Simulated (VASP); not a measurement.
# PbS: single point with HSE06

Crystal: PbS.

```
CELL_PARAMETERS angstrom
0.00000 3.30098 3.30098
3.30098 0.00000 3.30098
3.30098 3.30098 0.00000
ATOMIC_POSITIONS crystal
Pb 0.00000 0.00000 0.00000
S 0.25000 0.25000 0.25000
```

| Quantity | Value |
| --- | --- |
| Program | VASP 6.6.1 |
| Task | single point |
| Functional | HSE06 |
| Potentials or basis | VASP PAW PBE potentials, release 64 (Pb_d, S) |
| Cutoff | 520 eV |
| k mesh | 4 × 4 × 4 |
| Occupations | gaussian, width 0.01 eV |
| Spin | no spin polarisation |
| Dipole correction | no |
| Grid for exact exchange (PRECFOCK) | Normal |
| Further INCAR settings | ALGO = Normal; EDIFF = 1e-06; NBANDS = 17 |
| Screening parameter | 0.2079 1/Å |

The pressure is 0.0 GPa and the band gap on the k mesh is 1.29 eV, indirect (least direct gap 1.81 eV).

Levels at points of the mesh, in eV from the valence-band top:
```tsv
k point	band 8	band 9	band 10	band 11	band 12	band 13
(0.00, 0.00, 0.00)	-2.03	-2.03	-2.03	3.11	3.11	3.11
(0.50, 0.00, 0.00)	-2.58	-2.58	-2.05	3.86	3.86	4.28
(0.50, 0.50, 0.00)	-3.33	-3.33	-0.52	1.29	5.96	5.96
```

Wall time 5.5 min on 1 thread of Intel(R) Xeon(R) 6975P-C (Granite Rapids) (shared host), peak memory 0.32 GiB.

Caveat: the PAW data sets were made with another functional, which shifts forces and pressure a little; spin-orbit coupling is left out, which moves the levels of the heavy elements. A k mesh can miss the band edges.
